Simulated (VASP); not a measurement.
Here is a VASP 6.6.1 calculation.

The input INCAR:

```
SYSTEM = GaAs
ALGO = Normal
EDIFF = 1E-6
EDIFFG = -0.005
ENCUT = 600
GGA = PE
IBRION = 2
ISIF = 3
ISMEAR = -1
LASPH = .True.
LCHARG = .False.
LREAL = .False.
LWAVE = .False.
NELM = 80
NSW = 80
PREC = Accurate
SIGMA = 0.02
```

The input KPOINTS:

```
k-points
0
Gamma
  6 6 4
  0 0 0
```

File POSCAR:

```
GaAs
1.0
    4.1128602457      0.0000000000      0.0000000000
   -2.0564301229      3.5618414550      0.0000000000
    0.0000000000      0.0000000000      5.1408021000
Ga As
2 2
Direct
    0.3333333333      0.6666666667      0.2500000000
    0.6666666667      0.3333333333      0.7500000000
    0.6666666667      0.3333333333      0.2500000000
    0.3333333333      0.6666666667      0.7500000000
```

Potentials or basis: VASP PAW PBE potentials, release 64 (Ga_d, As).

The run is started by

```console
$ cat potpaw_PBE.64/Ga_d/POTCAR potpaw_PBE.64/As/POTCAR > POTCAR
$ mpirun -np 1 vasp_std > vasp.out
```

Problem. What does it give for the relaxed volume?

Solution. 23.55 Å³/atom.

Problem. Predict the band gap on the k mesh.

Solution. Zero (bands 18 and 19 overlap by 1.02 eV).

Problem. Predict the space group after relaxing (to 0.1 Å).

Solution. P6_3/mmc (No. 194).

The path:
```tsv
step	energy change (eV)	largest force (eV/Å)	pressure (GPa)	volume (Å³)
1	0.0000	0.0000	20.07	75.31
2	-0.7453	0.0000	-4.78	104.05
3	-0.9204	0.0000	0.19	93.12
4	-0.9206	0.0000	-0.09	93.52
5	-0.9249	0.0000	-0.07	93.52
6	-0.9317	0.0000	0.08	93.49
7	-0.9405	0.0000	0.51	93.37
8	-0.9410	0.0000	0.38	93.41
9	-0.9412	0.0000	0.42	93.40
10	-0.9402	0.0000	-0.53	95.08
11	-0.9422	0.0000	0.04	94.13
12	-0.9422	0.0000	0.00	94.19
```

Caveat: the volume moved by over 15 % at a fixed basis, so the end points are rough.
